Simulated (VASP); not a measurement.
TePb, 2 atoms in the cell. Symmetry: Fm-3m, No. 225, cubic system. Conventional cell: a = 6.666 Å, b = 6.666 Å, c = 6.666 Å, α = 90.00°, β = 90.00°, γ = 90.00°. Within 4.4 Å of Pb (site symmetry m-3m) lie 6 Te at 3.33 Å. Within 4.4 Å of Te (site symmetry m-3m) lie 6 Pb at 3.33 Å.  This cell differs from its parent crystal: strain +2.0%.

* Program: VASP 6.6.1
* Task: single point
* Functional: HSE06
* Potentials or basis: VASP PAW PBE potentials, release 64 (Pb_d, Te)
* Cutoff: 400 eV
* k mesh: 6 × 6 × 6
* Occupations: gaussian, width 0.01 eV
* Spin: no spin polarisation
* Dipole correction: no
* Grid for exact exchange (PRECFOCK): Normal
* Further INCAR settings: ALGO = Normal; EDIFF = 1e-06; NBANDS = 17
* Share of exact exchange: 0.25
* Screening parameter: 0.2079 1/Å

Potentials or basis: VASP PAW PBE potentials, release 64 (Pb_d, Te).

Launch:

```console
$ cat potpaw_PBE.64/Pb_d/POTCAR potpaw_PBE.64/Te/POTCAR > POTCAR
$ cp INCAR.step1 INCAR
$ mpirun -np 1 vasp_std > vasp.out
$ cp INCAR.step2 INCAR
$ mpirun -np 1 vasp_std > vasp.out
```

Hardware: 1 thread of AMD EPYC 7R43 64-Core Processor (Zen 3) (shared host).

Q: Estimate the wall time of this run.

A: Run time: 58 min on 1 thread of AMD EPYC 7R43 64-Core Processor (Zen 3), with other jobs on the host, peak memory 0.27 GiB. Counts: k points 16.
